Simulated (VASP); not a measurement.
# CsPbBr3 (P1) in VASP: single point with PBEsol

Aim: the single point of CsPbBr3 with PBEsol.

Program: VASP 6.6.1. These are calculated values, not measurements. Logs are shortened: lines on timing, memory, paths and dates and some standing lists are left out, and cuts for length are marked.

### 1 The cell of the first run

The typed cell holds 5 atoms: a = 5.870 Å, b = 5.870 Å, c = 5.870 Å, α = 90.00°, β = 90.00°, γ = 90.00°.

### 2 Single point, PBEsol

INCAR reads:

```
ALGO = Normal
EDIFF = 1E-6
ENCUT = 500
GGA = PS
GGA_COMPAT = False
ISIF = 2
ISMEAR = 0
LASPH = True
LCHARG = True
LELF = True
LREAL = False
LVHAR = True
LWAVE = False
NBANDS = 30
NELM = 120
PREC = Accurate
SIGMA = 0.01
```

KPOINTS reads:

```
k-points
0
Gamma
  3 3 3
```

POSCAR reads:

```
CsPbBr3
1.0
    5.8700000000      0.0000000000      0.0000000000
    0.0000000000      5.8700000000      0.0000000000
    0.0000000000      0.0000000000      5.8700000000
Cs Pb Br
1 1 3
Direct
   -0.0445090888     -0.0098811509      0.0089456672
    0.5051969625      0.4949920357      0.5096365634
    0.0058638201      0.4968312382      0.5100282414
    0.5154043472     -0.0049981972      0.5097169209
    0.5152134949      0.4948413355      0.0097095064
```

Potentials or basis: VASP PAW PBE potentials, release 64 (Cs_sv, Pb_d, Br).

The run is started by

```sh
cat potpaw_PBE.64/Cs_sv/POTCAR potpaw_PBE.64/Pb_d/POTCAR potpaw_PBE.64/Br/POTCAR > POTCAR
mpirun -np 1 vasp_std > vasp.out
```

OUTCAR:

```text
EDIFF = 1E-6
   ENCUT = 500
   GGA = PS
   ISIF = 2
   ISMEAR = 0
   LASPH = True
   LREAL = False
   NELM = 120
   PREC = Accurate

 ion  position               nearest neighbor table
   1  0.955  0.990  0.009-
   2  0.505  0.495  0.510-   3 2.93   5 2.94   4 2.94   4 2.94   5 2.94   3 2.94
   3  0.006  0.497  0.510-   2 2.93   2 2.94
   4  0.515  0.995  0.510-   2 2.94   2 2.94
   5  0.515  0.495  0.010-   2 2.94   2 2.94

  LATTYP: Found a simple cubic cell.
 ALAT       =     5.8700000000

  Lattice vectors:

 A1 = (   5.8700000000,   0.0000000000,   0.0000000000)
 A2 = (   0.0000000000,   5.8700000000,   0.0000000000)
 A3 = (   0.0000000000,   0.0000000000,   5.8700000000)

Analysis of symmetry for initial positions (statically):
=====================================================================
 Subroutine PRICEL returns:
 Original cell was already a primitive cell.

 Routine SETGRP: Setting up the symmetry group for a
 simple cubic supercell.

 Subroutine GETGRP returns: Found  1 space group operations
 (whereof  1 operations were pure point group operations)
 out of a pool of 48 trial point group operations.

The static configuration has the point symmetry C_1 .

Analysis of symmetry for dynamics (positions and initial velocities):
=====================================================================
 Subroutine PRICEL returns:
 Original cell was already a primitive cell.

 Routine SETGRP: Setting up the symmetry group for a
 simple cubic supercell.

 Subroutine GETGRP returns: Found  1 space group operations
 (whereof  1 operations were pure point group operations)
 out of a pool of 48 trial point group operations.

The dynamic configuration has the point symmetry C_1 .

 Subroutine INISYM returns: Found  1 space group operations
 (whereof  1 operations are pure point group operations),
 and found     1 'primitive' translations

----------------------------------------------------------------------------------------

                                     Primitive cell

  volume of cell :     202.2620

  direct lattice vectors                    reciprocal lattice vectors
     5.870000000  0.000000000  0.000000000     0.170357751  0.000000000  0.000000000
     0.000000000  5.870000000  0.000000000     0.000000000  0.170357751  0.000000000
     0.000000000  0.000000000  5.870000000     0.000000000  0.000000000  0.170357751

  length of vectors
     5.870000000  5.870000000  5.870000000     0.170357751  0.170357751  0.170357751

  position of ions in fractional coordinates (direct lattice)
     0.955490911  0.990118849  0.008945667
     0.505196963  0.494992036  0.509636563
     0.005863820  0.496831238  0.510028241
     0.515404347  0.995001803  0.509716921
     0.515213495  0.494841335  0.009709506

  ion indices of the primitive-cell ions
   primitive index   ion index
                 1           1
                 2           2
                 3           3
                 4           4
                 5           5

----------------------------------------------------------------------------------------

 KPOINTS: k-points

Automatic generation of k-mesh.
 Grid dimensions read from file:
 generate k-points for:    3    3    3

 Generating k-lattice:

  Cartesian coordinates                     Fractional coordinates (reciprocal lattice)
     0.056785917  0.000000000  0.000000000     0.333333333  0.000000000  0.000000000
     0.000000000  0.056785917  0.000000000     0.000000000  0.333333333  0.000000000
     0.000000000  0.000000000  0.056785917     0.000000000  0.000000000  0.333333333

  Length of vectors
     0.056785917  0.056785917  0.056785917

  Shift w.r.t. Gamma in fractional coordinates (k-lattice)
     0.000000000  0.000000000  0.000000000

 Subroutine IBZKPT returns following result:
 ===========================================

 Found     14 irreducible k-points:

 Following reciprocal coordinates:
            Coordinates               Weight
  0.000000  0.000000  0.000000      1.000000
  0.333333  0.000000  0.000000      2.000000
  0.000000  0.333333  0.000000      2.000000
  0.000000  0.000000  0.333333      2.000000
  0.333333  0.333333  0.000000      2.000000
  0.000000  0.333333  0.333333      2.000000
  0.333333  0.000000  0.333333      2.000000
 -0.333333  0.333333  0.000000      2.000000
 -0.333333  0.000000  0.333333      2.000000
  0.000000 -0.333333  0.333333      2.000000
  0.333333  0.333333  0.333333      2.000000
 -0.333333  0.333333  0.333333      2.000000
 -0.333333 -0.333333  0.333333      2.000000
  0.333333 -0.333333  0.333333      2.000000
   k-points           NKPTS =     14   k-points in BZ     NKDIM =     14   number of bands    NBANDS=     30
   number of dos      NEDOS =    301   number of ions     NIONS =      5
   total plane-waves  NPLWV = 110592
   dimension x,y,z NGX =    48 NGY =   48 NGZ =   48
   dimension x,y,z NGXF=    96 NGYF=   96 NGZF=   96
   ions per type =               1   1   3
   NGX,Y,Z   is equivalent  to a cutoff of  13.59, 13.59, 13.59 a.u.
   NGXF,Y,Z  is equivalent  to a cutoff of  27.19, 27.19, 27.19 a.u.
 SYSTEM =  unknown system
   PREC   = accura    normal or accurate (medium, high low for compatibility)
   ISTART =      0    job   : 0-new  1-cont  2-samecut
   ICHARG =      2    charge: 1-file 2-atom 10-const
   ISPIN  =      1    spin polarized calculation?
   LNONCOLLINEAR =      F non collinear calculations
   LSORBIT =      F    spin-orbit coupling
   LASPH  =      T    aspherical Exc in radial PAW
   ENCUT  =  500.0 eV  36.75 Ry    6.06 a.u.  10.70 10.70 10.70*2*pi/ulx,y,z
   NELM   =    120;   NELMIN=  2; NELMDL= -5     # of ELM steps
   EDIFF  = 0.1E-05   stopping-criterion for ELM
   LREAL  =      F    real-space projection
   EDIFFG = 0.1E-04   stopping-criterion for IOM
   NSW    =      0    number of steps for IOM
   IBRION =     -1    ionic relax: 0-MD 1-quasi-New 2-CG
   NFREE  =      0    steps in history (QN), initial steepest desc. (CG)
   ISIF   =      2    stress and relaxation
   ISYM   =      2    0-nonsym 1-usesym 2-fastsym
   POTIM  = 0.5000    time-step for ionic-motion
   TEBEG  =    0.0;   TEEND  =   0.0 temperature during run
   PSTRESS=    0.0 pullay stress
   NELECT =      44.0000    total number of electrons
   NUPDOWN=      -1.0000    fix difference up-down
   EMIN   =  10.00;   EMAX   =-10.00  energy-range for DOS
   EFERMI =   0.00;   METHOD = LEGACY
   ISMEAR =     0;   SIGMA  =   0.01  broadening in eV -4-tet -1-fermi 0-gaus
   EFERMI_NEDOS =   21; number of points for ismear=-14 and -15
   IALGO  =     38    algorithm
   IMIX   =      4    mixing-type and parameters
     AMIX     =   0.40;   BMIX     =  1.00
     AMIX_MAG =   1.60;   BMIX_MAG =  1.00
  volume/ion in A,a.u.               =      40.45       272.99
  Fermi-wavevector in a.u.,A,eV,Ry     =   0.984587  1.860600 13.189657  0.969412
  Thomas-Fermi vector in A             =   2.115831
   LORBIT       =      0    0 simple, 1 ext, 2 COOP (PROOUT), +10 PAW based schemes
   GGA     = PS    functional components
   LHFCALC =     F    Hartree Fock is set to
   AEXX    =    0.0000 exact exchange contribution
   IVDW    =     0    specifies the selected vdW correction
   LEPSILON=     F    determine dielectric tensor
   LRPA    =     F    only Hartree local field effects (RPA)
 non-spin polarized calculation
 Gauss-broadening in eV      SIGMA  =   0.01
  energy-cutoff  :      500.00
  volume of cell :      202.26
 maximum number of plane-waves:      5146
 NGX is ok and might be reduce to    48
   NGX = 21   NGY = 21   NGZ = 21

 number of electron      44.0000000 magnetization

 Free energy of the ion-electron system (eV)
  ---------------------------------------------------
  ext. energy  EPLUGINS =         0.00000000
  ---------------------------------------------------
  free energy    TOTEN  =       -16.94074115 eV

  energy without entropy =      -16.94074115  energy(sigma->0) =      -16.94074115

 E-fermi :  -0.0748     XC(G=0):  -7.8072

 val. band max:       -0.1224902211   @ k =  -0.3333   0.3333   0.3333
 cond. band min:       3.7780397798   @ k =  -0.3333   0.3333   0.3333
 fundamental gap:      3.9005300010
 Fermi energy:        -0.0747795683

 k-point     1 :       0.0000    0.0000    0.0000
  band No.  band energies     occupation
      1     -20.2176      2.00000
      2     -15.5943      2.00000
      3     -15.5909      2.00000
      4     -15.4175      2.00000
      5     -15.4155      2.00000
      6     -15.4155      2.00000
[... 22 lines left out ...]
     29       7.1537      0.00000
     30       7.1554      0.00000

 k-point     2 :       0.3333    0.0000    0.0000
  band No.  band energies     occupation
      1     -20.2167      2.00000
      2     -15.5942      2.00000
      3     -15.5398      2.00000
      4     -15.4175      2.00000
      5     -15.4163      2.00000
      6     -15.4163      2.00000
[... 22 lines left out ...]
     29       6.4064      0.00000
     30       7.2874      0.00000

 k-point     3 :       0.0000    0.3333    0.0000
  band No.  band energies     occupation
      1     -20.2167      2.00000
      2     -15.5917      2.00000
      3     -15.5415      2.00000
      4     -15.4183      2.00000
      5     -15.4164      2.00000
      6     -15.4155      2.00000
[... 22 lines left out ...]
     29       6.4784      0.00000
     30       7.2132      0.00000

 k-point     4 :       0.0000    0.0000    0.3333
  band No.  band energies     occupation
      1     -20.2167      2.00000
      2     -15.5917      2.00000
      3     -15.5415      2.00000
      4     -15.4184      2.00000
      5     -15.4164      2.00000
      6     -15.4155      2.00000
[... 286 lines left out ...]
     29       6.8235      0.00000
     30       7.2855      0.00000

 k-point    13 :      -0.3333   -0.3333    0.3333
  band No.  band energies     occupation
      1     -20.2152      2.00000
      2     -15.5121      2.00000
      3     -15.5093      2.00000
      4     -15.4191      2.00000
      5     -15.4172      2.00000
      6     -15.4172      2.00000
[... 22 lines left out ...]
     29       6.8178      0.00000
     30       7.3030      0.00000

 k-point    14 :       0.3333   -0.3333    0.3333
  band No.  band energies     occupation
      1     -20.2152      2.00000
      2     -15.5121      2.00000
      3     -15.5093      2.00000
      4     -15.4191      2.00000
      5     -15.4172      2.00000
      6     -15.4172      2.00000
[... 22 lines left out ...]
     29       6.8226      0.00000
     30       7.2871      0.00000

------------------------ aborting loop because EDIFF is reached ----------------------------------------

  FORCE on cell =-STRESS in cart. coord.  units (eV):
  Direction    XX          YY          ZZ          XY          YZ          ZX
  --------------------------------------------------------------------------------------
  -------------------------------------------------------------------------------------
  Total       -0.2297295     -0.2967384     -0.2979774      0.0142588      0.0002585      0.0022003
  in kB       -1.8197552     -2.3505525     -2.3603674      0.1129478      0.0020474      0.0174290
  external PRESSURE =      -2.1768917 kB  Pullay stress =       0.0000000 kB

 VOLUME and BASIS-vectors are now :
 -----------------------------------------------------------------------------
  energy-cutoff  :      500.00
  volume of cell :      202.26
      direct lattice vectors                 reciprocal lattice vectors
     5.870000000  0.000000000  0.000000000     0.170357751  0.000000000  0.000000000
     0.000000000  5.870000000  0.000000000     0.000000000  0.170357751  0.000000000
     0.000000000  0.000000000  5.870000000     0.000000000  0.000000000  0.170357751

 POSITION                                       TOTAL-FORCE (eV/Angst)
 -----------------------------------------------------------------------------------
      5.60873      5.81200      0.05251         0.002772      0.001108      0.000058
      2.96551      2.90560      2.99157        -0.000668     -0.001228      0.000982
      0.03442      2.91640      2.99387         0.001264     -0.000506     -0.000249
      3.02542      5.84066      2.99204        -0.001770      0.000542     -0.000143
      3.02430      2.90472      0.05699        -0.001598      0.000084     -0.000649
 -----------------------------------------------------------------------------------
    total drift:                               -0.000225      0.000075      0.000027

  FREE ENERGIE OF THE ION-ELECTRON SYSTEM (eV)
  ---------------------------------------------------
  free  energy   TOTEN  =       -16.9407411537 eV

  energy  without entropy=      -16.9407411537  energy(sigma->0) =      -16.94074115
```

It took 92 s on 1 thread of Intel Xeon Platinum 8488C (Sapphire Rapids), shared host; peak memory 0.35 GiB.

Results:

- Free energy: -16.9407 eV
- Pressure: -0.2 GPa
- Band gap on the k mesh: 3.90 eV

Forces on the atoms (eV/Å):
```
Cs   0.003  0.001  0.000
Pb  -0.001 -0.001  0.001
Br   0.001 -0.001  0.000
Br  -0.002  0.001  0.000
Br  -0.002  0.000 -0.001
```

Caveat: the PAW data sets were made with another functional, which shifts forces and pressure a little; spin-orbit coupling is left out, which moves the levels of the heavy elements; an odd mesh through Γ misses points on the zone boundary, where band edges can lie. PBEsol gaps usually lie below the measured ones, often by a third to a half.
